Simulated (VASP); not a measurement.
# Au (Pm-3m) in VASP: a series of runs, part 2 of 2

VASP 6.6.1. The steps go on from the part before.

## Step 4: Relaxation of cell and atoms, PBE, target pressure 270 GPa, at which the enthalpy is minimised

This run uses another cell than the first one, of 11.38 Å³/atom, 0.954 times its volume.

INCAR

```
SYSTEM = Au
PREC = Accurate
ENCUT = 600
EDIFF = 1E-7
ISMEAR = -1
SIGMA = 0.1
LREAL = .False.
LASPH = .True.
NELM = 80
ALGO = Normal
ISIF = 3
LWAVE = .False.
LCHARG = .False.
GGA = PE
IBRION = 2
NSW = 60
EDIFFG = -0.005
PSTRESS = 2700.0
```

KPOINTS

```
Automatic mesh
0
Gamma
  17 17 17
  0 0 0
```

POSCAR

```
Au
1.0
    2.2492173216      0.0000000000      0.0000000000
    0.0000000000      2.2492173216      0.0000000000
    0.0000000000      0.0000000000      2.2492173216
Au
1
Direct
    0.0000000000      0.0000000000      0.0000000000
```

Potentials or basis: VASP PAW PBE potentials, release 64 (Au).

Run with:

```bash
$ cat potpaw_PBE.64/Au/POTCAR > POTCAR
$ mpirun -np 1 vasp_std > vasp.out
```

OUTCAR:

```text
SYSTEM = Au
   PREC = Accurate
   ENCUT = 600
   EDIFF = 1E-7
   ISMEAR = -1
   LREAL = .False.
   LASPH = .True.
   NELM = 80
   ISIF = 3
   GGA = PE
   IBRION = 2
   NSW = 60
   EDIFFG = -0.005
   PSTRESS = 2700.0

 ion  position               nearest neighbor table
   1  0.000  0.000  0.000-

  LATTYP: Found a simple cubic cell.
 ALAT       =     2.2492173216

  Lattice vectors:

 A1 = (   2.2492173216,   0.0000000000,   0.0000000000)
 A2 = (   0.0000000000,   2.2492173216,   0.0000000000)
 A3 = (   0.0000000000,   0.0000000000,   2.2492173216)

Analysis of symmetry for initial positions (statically):
=====================================================================
 Subroutine PRICEL returns:
 Original cell was already a primitive cell.

 Routine SETGRP: Setting up the symmetry group for a
 simple cubic supercell.

 Subroutine GETGRP returns: Found 48 space group operations
 (whereof 48 operations were pure point group operations)
 out of a pool of 48 trial point group operations.

The static configuration has the point symmetry O_h .

Analysis of symmetry for dynamics (positions and initial velocities):
=====================================================================
 Subroutine PRICEL returns:
 Original cell was already a primitive cell.

 Routine SETGRP: Setting up the symmetry group for a
 simple cubic supercell.

 Subroutine GETGRP returns: Found 48 space group operations
 (whereof 48 operations were pure point group operations)
 out of a pool of 48 trial point group operations.

The dynamic configuration has the point symmetry O_h .

 Subroutine INISYM returns: Found 48 space group operations
 (whereof 48 operations are pure point group operations),
 and found     1 'primitive' translations

----------------------------------------------------------------------------------------

                                     Primitive cell

  volume of cell :      11.3787

  direct lattice vectors                    reciprocal lattice vectors
     2.249217322  0.000000000  0.000000000     0.444599101  0.000000000  0.000000000
     0.000000000  2.249217322  0.000000000     0.000000000  0.444599101  0.000000000
     0.000000000  0.000000000  2.249217322     0.000000000  0.000000000  0.444599101

  length of vectors
     2.249217322  2.249217322  2.249217322     0.444599101  0.444599101  0.444599101

  position of ions in fractional coordinates (direct lattice)
     0.000000000  0.000000000  0.000000000

  ion indices of the primitive-cell ions
   primitive index   ion index
                 1           1

----------------------------------------------------------------------------------------

 KPOINTS: Automatic mesh

Automatic generation of k-mesh.
 Grid dimensions read from file:
 generate k-points for:   17   17   17

 Generating k-lattice:

  Cartesian coordinates                     Fractional coordinates (reciprocal lattice)
[... 43 lines left out ...]
   number of dos      NEDOS =    301   number of ions     NIONS =      1
   total plane-waves  NPLWV =   5832
   dimension x,y,z NGX =    18 NGY =   18 NGZ =   18
   dimension x,y,z NGXF=    36 NGYF=   36 NGZF=   36
   ions per type =               1
   NGX,Y,Z   is equivalent  to a cutoff of  13.30, 13.30, 13.30 a.u.
   NGXF,Y,Z  is equivalent  to a cutoff of  26.61, 26.61, 26.61 a.u.
 SYSTEM =  Au
   PREC   = accura    normal or accurate (medium, high low for compatibility)
   ISTART =      0    job   : 0-new  1-cont  2-samecut
   ICHARG =      2    charge: 1-file 2-atom 10-const
   ISPIN  =      1    spin polarized calculation?
   LNONCOLLINEAR =      F non collinear calculations
   LSORBIT =      F    spin-orbit coupling
   LASPH  =      T    aspherical Exc in radial PAW
   ENCUT  =  600.0 eV  44.10 Ry    6.64 a.u.   4.49  4.49  4.49*2*pi/ulx,y,z
   NELM   =     80;   NELMIN=  2; NELMDL= -5     # of ELM steps
   EDIFF  = 0.1E-06   stopping-criterion for ELM
   LREAL  =      F    real-space projection
   EDIFFG = -.5E-02   stopping-criterion for IOM
   NSW    =     60    number of steps for IOM
   IBRION =      2    ionic relax: 0-MD 1-quasi-New 2-CG
   NFREE  =      1    steps in history (QN), initial steepest desc. (CG)
   ISIF   =      3    stress and relaxation
   ISYM   =      2    0-nonsym 1-usesym 2-fastsym
   POTIM  = 0.5000    time-step for ionic-motion
   TEBEG  =    0.0;   TEEND  =   0.0 temperature during run
   PSTRESS= 2700.0 pullay stress
   NELECT =      11.0000    total number of electrons
   NUPDOWN=      -1.0000    fix difference up-down
   EMIN   =  10.00;   EMAX   =-10.00  energy-range for DOS
   EFERMI =   0.00;   METHOD = LEGACY
   ISMEAR =    -1;   SIGMA  =   0.10  broadening in eV -4-tet -1-fermi 0-gaus
   EFERMI_NEDOS =   21; number of points for ismear=-14 and -15
   IALGO  =     38    algorithm
   IMIX   =      4    mixing-type and parameters
     AMIX     =   0.40;   BMIX     =  1.00
     AMIX_MAG =   1.60;   BMIX_MAG =  1.00
  volume/ion in A,a.u.               =      11.38        76.79
  Fermi-wavevector in a.u.,A,eV,Ry     =   1.618730  3.058955 35.651149  2.620285
  Thomas-Fermi vector in A             =   2.712945
   LORBIT       =      0    0 simple, 1 ext, 2 COOP (PROOUT), +10 PAW based schemes
   GGA     = PE    functional components
   LHFCALC =     F    Hartree Fock is set to
   AEXX    =    0.0000 exact exchange contribution
   IVDW    =     0    specifies the selected vdW correction
   LEPSILON=     F    determine dielectric tensor
   LRPA    =     F    only Hartree local field effects (RPA)
 conjugate gradient relaxation of ions
 non-spin polarized calculation
  energy-cutoff  :      600.00
  volume of cell :       11.38
 maximum number of plane-waves:       392
 NGX is ok and might be reduce to    18
   NGX =  9   NGY =  9   NGZ =  9

--------------------------------------- Ionic step        1  -------------------------------------------

 number of electron      11.0000003 magnetization

 Free energy of the ion-electron system (eV)
  ---------------------------------------------------
  ext. energy  EPLUGINS =         0.00000000
  ---------------------------------------------------
  free energy    TOTEN  =         2.13056084 eV

  energy without entropy =        2.13931652  energy(sigma->0) =        2.13493868

------------------------ aborting loop because EDIFF is reached ----------------------------------------

  FORCE on cell =-STRESS in cart. coord.  units (eV):
  Direction    XX          YY          ZZ          XY          YZ          ZX
  --------------------------------------------------------------------------------------
  -------------------------------------------------------------------------------------
  Total       23.5846913     23.5846913     23.5846913     -0.0000000      0.0000000     -0.0000000
  in kB     3320.8290499   3320.8290499   3320.8290499     -0.0000000      0.0000000     -0.0000000
  external PRESSURE =     620.8290499 kB  Pullay stress =    2700.0000000 kB
[... 24 lines left out ...]
--------------------------------------- Ionic step        2  -------------------------------------------

 number of electron      10.9999995 magnetization

 E-fermi :   6.5354     XC(G=0): -11.5549

 val. band max:        6.4921017241   @ k =   0.3529   0.3529   0.1176
 cond. band min:       6.5490269832   @ k =   0.3529   0.2941   0.2353
 fundamental gap:      0.0569252591
 Fermi energy:         6.5353886883

 k-point     1 :       0.0000    0.0000    0.0000
  band No.  band energies     occupation
      1      -1.3624      2.00000
      2       0.8134      2.00000
      3       0.8134      2.00000
      4       5.1317      2.00000
      5       5.1317      2.00000
      6       5.1317      2.00000
      7      20.5402      0.00000
      8      20.5402      0.00000
      9      20.5402      0.00000
[... 345 lines left out ...]
  energy  without entropy=        0.7470419101  energy(sigma->0) =        0.74222647

  enthalpy is  TOTEN    =        21.2194720413 eV   P V=       20.4820610138

[... ionic steps 4 to 15 ...]

--------------------------------------- Ionic step       16  -------------------------------------------

 number of electron      11.0000001 magnetization

------------------------ aborting loop because EDIFF is reached ----------------------------------------
[... 69 lines left out ...]
--------------------------------------- Ionic step       18  -------------------------------------------

 number of electron      11.0000001 magnetization

 Free energy of the ion-electron system (eV)
  ---------------------------------------------------
  ext. energy  EPLUGINS =         0.00000000
  ---------------------------------------------------
  free energy    TOTEN  =         1.10398430 eV

  energy without entropy =        1.11329896  energy(sigma->0) =        1.10864163

 E-fermi :  16.7288     XC(G=0): -14.8169

 val. band max:       16.6531761969   @ k =   0.4706   0.4118   0.2353
 cond. band min:      16.7530406359   @ k =   0.4706   0.4706   0.4118
 fundamental gap:      0.0998644389
 Fermi energy:        16.7288208455

 k-point     1 :       0.0000    0.0000    0.0000
  band No.  band energies     occupation
      1       2.6925      2.00000
      2       5.0841      2.00000
      3       5.0841      2.00000
      4      15.0843      2.00000
      5      15.0843      2.00000
      6      15.0843      2.00000
      7      33.0521      0.00000
      8      33.0521      0.00000
      9      33.0521      0.00000
[... 308 lines left out ...]
  energy  without entropy=        1.1132989646  energy(sigma->0) =        1.10864163

  enthalpy is  TOTEN    =        21.2036062447 eV   P V=       20.0996219430

 reached required accuracy - stopping structural energy minimisation
```

CONTCAR:

```text
Au
   1.00000000000000
     2.2847827033570933    0.0000000000000002    0.0000000000000000
     0.0000000000000001    2.2847827033570915    0.0000000000000001
    -0.0000000000000000    0.0000000000000000    2.2847827033570947
  Au
     1
Direct
     1.0000000000000000    1.0000000000000000    0.0000000000000000

  0.00000000E+00  0.00000000E+00  0.00000000E+00
```

It took 46 s on 1 thread of Intel Xeon Platinum 8488C (Sapphire Rapids), shared host; peak memory 0.14 GiB.

Results:

| Quantity | Value |
| --- | --- |
| Free energy | 1.1040 eV |
| Relaxed volume | 11.93 Å³/atom |
| Relaxed cell | a = 2.285 Å, b = 2.285 Å, c = 2.285 Å, α = 90.00°, β = 90.00°, γ = 90.00° |
| Space group after relaxing (to 0.05 Å) | Pm-3m (No. 221) |
| Energy change on relaxing (the enthalpy is what falls) | -1026.6 meV/atom |
| Ionic steps | 18 |
| Pressure after relaxing | 270.0 GPa |

Step by step:
| step | energy change (eV) | largest force (eV/Å) | pressure (GPa) | volume (Å³) |
| --- | --- | --- | --- | --- |
| 1 | 0.0000 | 0.0000 | 332.08 | 11.38 |
| 2 | -5.1496 | 0.0000 | 2.35 | 20.29 |
| 3 | -1.3932 | 0.0000 | 247.94 | 12.15 |
| 4 | -1.0437 | 0.0000 | 269.01 | 11.94 |
| 5 | -1.0246 | 0.0000 | 270.15 | 11.93 |
| 6 | -1.0247 | 0.0000 | 270.15 | 11.93 |
| 7 | -1.0249 | 0.0000 | 270.15 | 11.93 |
| 8 | -1.0249 | 0.0000 | 270.14 | 11.93 |
| 9 | -1.0249 | 0.0000 | 270.14 | 11.93 |
| 10 | -1.0249 | 0.0000 | 270.14 | 11.93 |
| 11 | -1.0249 | 0.0000 | 270.14 | 11.93 |
| 12 | -1.0250 | 0.0000 | 270.14 | 11.93 |
| 13 | -1.0250 | 0.0000 | 270.14 | 11.93 |
| 14 | -1.0250 | 0.0000 | 270.14 | 11.93 |
| 15 | -1.0251 | 0.0000 | 270.13 | 11.93 |
| 16 | -1.0253 | 0.0000 | 270.12 | 11.93 |
| 17 | -1.0258 | 0.0000 | 270.10 | 11.93 |
| 18 | -1.0266 | 0.0000 | 270.04 | 11.93 |

Final structure:
```yaml
crystal:
  lattice:
    - [2.28478, 0.00000, 0.00000]
    - [0.00000, 2.28478, 0.00000]
    - [0.00000, 0.00000, 2.28478]
  atoms:
    - { symbol: Au, position: [0.00000, 0.00000, 0.00000] }
```

Levels at points of the mesh, in eV from the Fermi level:
```tsv
k point	band 3	band 4	band 5	band 6	band 7	band 8	band 9
(0.00, 0.00, 0.00)	-11.64	-1.64	-1.64	-1.64	16.32	16.32	16.32
```

Caveat: the cell is relaxed towards a set pressure, so the enthalpy falls and the energy may rise; spin-orbit coupling is left out, which moves the levels of the heavy elements.

## Step 5: Relaxation of cell and atoms, PBE, target pressure 270 GPa, at which the enthalpy is minimised

INCAR

```
SYSTEM = Au
PREC = Accurate ; ENCUT = 600
EDIFF = 1E-6 ; ISMEAR = -1
SIGMA = 0.1 ; LREAL = .False.
LASPH = .True. ; NELM = 100
ALGO = Normal ; ISIF = 3
LWAVE = .False. ; LCHARG = .False.
GGA = PE ; IBRION = 2
NSW = 32 ; EDIFFG = -0.005
PSTRESS = 2700.0
```

KPOINTS

```
regular mesh
0
Gamma
  17 17 17
  0 0 0
```

POSCAR

```
Au
1.0
    2.2851924586      0.0000000000      0.0000000000
    0.0000000000      2.2851924586      0.0000000000
    0.0000000000      0.0000000000      2.2851924586
Au
1
Direct
    0.0000000000      0.0000000000      0.0000000000
```

Run with:

```bash
$ cat potpaw_PBE.64/Au/POTCAR > POTCAR
$ mpirun -np 1 vasp_std > vasp.out
```

Wall time 15 s (1 thread of Intel Xeon Platinum 8488C (Sapphire Rapids), shared host); peak memory 0.14 GiB.

It converged, with:

```yaml
Free_energy: 1.1028 eV
Relaxed_volume: 11.93 Å³/atom
Relaxed_cell: a = 2.285 Å, b = 2.285 Å, c = 2.285 Å, α = 90.00°, β = 90.00°, γ = 90.00°
Space_group_after_relaxing_to_0.05_Å: Pm-3m (No. 221)
Energy_change_on_relaxing_the_enthalpy_is_what_falls: +9.8 meV/atom
Ionic_steps: 3
Pressure_after_relaxing: 270.0 GPa
```

Step by step:
```
step  energy change (eV)  largest force (eV/Å)  pressure (GPa)  volume (Å³)
   1              0.0000                0.0000          269.41        11.93
   2              0.1290                0.0000          277.18        11.86
   3              0.0098                0.0000          270.05        11.93
```

Final structure:
```xyz
1
Lattice="2.2848 0.0000 0.0000 0.0000 2.2848 0.0000 0.0000 0.0000 2.2848" Properties=species:S:1:pos:R:3 pbc="T T T"
Au    0.0000    0.0000    0.0000
```

Levels at points of the mesh, in eV from the Fermi level:
```
           k point  band 2  band 3  band 4  band 5  band 6  band 7  band 8  band 9
(0.00, 0.00, 0.00)  -11.64  -11.64   -1.64   -1.64   -1.64   16.32   16.32   16.32
```

Caveat: the cell is relaxed towards a set pressure, so the enthalpy falls and the energy may rise; spin-orbit coupling is left out, which moves the levels of the heavy elements.

## Step 6: Overview

```tsv
task	cell	cutoff (eV)	gap on the mesh (eV)	pressure (GPa)
single point	a = 2.285 Å, 1 atom	520	none	269.3
relaxation of cell and atoms	relaxed to 270 GPa from a = 2.249 Å, 1 atom	600	none	270.0
relaxation of cell and atoms	relaxed to 270 GPa from a = 2.285 Å, 1 atom	600	none	270.0
```

Alike in all rows: level PBE; potentials or basis VASP PAW PBE potentials, release 64 (Au); no spin polarisation; k mesh 17 × 17 × 17; smearing fermi-dirac 0.1 eV.

Caveats: spin-orbit coupling is left out, which moves the levels of the heavy elements; the cell is relaxed towards a set pressure, so the enthalpy falls and the energy may rise (some runs).

Total energies depend on the potentials used, so only differences within one code and one set of settings carry meaning.
